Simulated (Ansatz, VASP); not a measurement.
**One calculation of WC, two programs**

File INCAR:

```
SYSTEM = WC
ALGO = Normal
EDIFF = 1E-6
ENCUT = 1300
GGA = PS
GGA_COMPAT = .FALSE.
ISIF = 2
ISMEAR = 0
LASPH = .TRUE.
LCHARG = .TRUE.
LELF = .TRUE.
LREAL = .FALSE.
LVHAR = .TRUE.
LWAVE = .FALSE.
NBANDS = 16
NELM = 120
PREC = Accurate
SIGMA = 0.15
```

Contents of KPOINTS:

```
k-points
0
G
  6 6 6
  0 0 0
```

File POSCAR:

```
WC
1.0
    2.9005014360      0.0000000000      0.0000000000
   -1.4502507180      2.5119079273      0.0000000000
    0.0000000000      0.0000000000      2.8290000000
W C
1 1
Direct
    0.0000000000      0.0000000000      0.0927889714
    0.6666666667      0.3333333333      0.5000000000
```

Input for Ansatz:

```yaml
crystal:
  lattice:
    - [2.900501436, 0.0, 0.0]
    - [-1.450250718, 2.5119079273, 0.0]
    - [0.0, 0.0, 2.829]
  atoms:
    - { symbol: W, position: [0.0, 0.0, 0.0927889714] }
    - { symbol: C, position: [0.6666666667, 0.3333333333, 0.5] }
basis:
  ecutwfc: 420
kpoints:
  mp_grid: { grid: [6, 6, 6] }
hamiltonian:
  xc: pbesol
scf:
  occupations: { method: gaussian, width: 0.15 }
output:
  forces: true
  stress: true
  eigenvalues: true
```

Change from the starting cell: all W atoms moved +0.263 Å, as atom 1 along Cartesian [0 0 1].

Alike in both runs: task single point; functional PBEsol; k mesh 6 × 6 × 6; occupations gaussian, width 0.15 eV; no spin polarisation.

|  | VASP | Ansatz |
| --- | --- | --- |
| version | VASP 6.6.1 | Ansatz 0.2.0 |
| potentials or method | VASP PAW PBE potentials, release 64 (W_sv, C_h), cutoff 1300 eV | scalar-relativistic, plane waves, PAW |
| valence electrons in the cell | 18 | 18 |

```tsv
	VASP	Ansatz	Ansatz less VASP
gap on the k mesh at the Fermi level (eV)	none	none	-
pressure (GPa)	15.9	14.6	-1.32
traceless stress, the component that is largest in VASP (GPa)	2.09	1.98	-0.112
rms of the force components (eV/Å)	2.489	2.468	-0.0210
```

VASP's potentials were made for PBE, not for PBEsol. Atom by atom the forces differ by 0.021 eV/Å (rms over components). A gap of «none» marks a metal or a gap that the smearing closes.

The k mesh is coarse, so the values compare programs but aren't converged. Neither program's run includes spin-orbit coupling.
